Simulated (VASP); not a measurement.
A run of VASP 6.6.1 is set up as follows.

INCAR

```
  PREC = Accurate
  ENCUT = 520
  EDIFF = 1E-6
  ISMEAR = 0
  SIGMA = 0.1
  LREAL = F
  LASPH = T
  NELM = 80
  ALGO = Normal
  ISIF = 2
  LWAVE = F
  LCHARG = F
  GGA = PE
  IVDW = 12
  NBANDS = 9
```

KPOINTS

```
regular mesh
0
Gamma
  21 21 12
```

File POSCAR:

```
Be
1.0
    2.2143820930      0.0000000000      0.0000000000
   -1.1071910465      1.9177111462      0.0000000000
    0.0000000000      0.0000000000      3.5001044533
Be
2
Direct
    0.3333333333      0.6666666667      0.2500000000
    0.6666666667      0.3333333333      0.7500000000
```

Potentials or basis: VASP PAW PBE potentials, release 64 (Be).

Run with:

```sh
$ cat potpaw_PBE.64/Be/POTCAR > POTCAR
$ mpirun -np 1 vasp_std > vasp.out
```

(1) Estimate the dispersion energy per atom.

(2) Predict the band gap on the k mesh.

(3) What does it give for the pressure?

Results:

(1) -0.379 eV.

(2) zero (bands 2 and 3 overlap by 2.15 eV).

(3) 0.2 GPa.
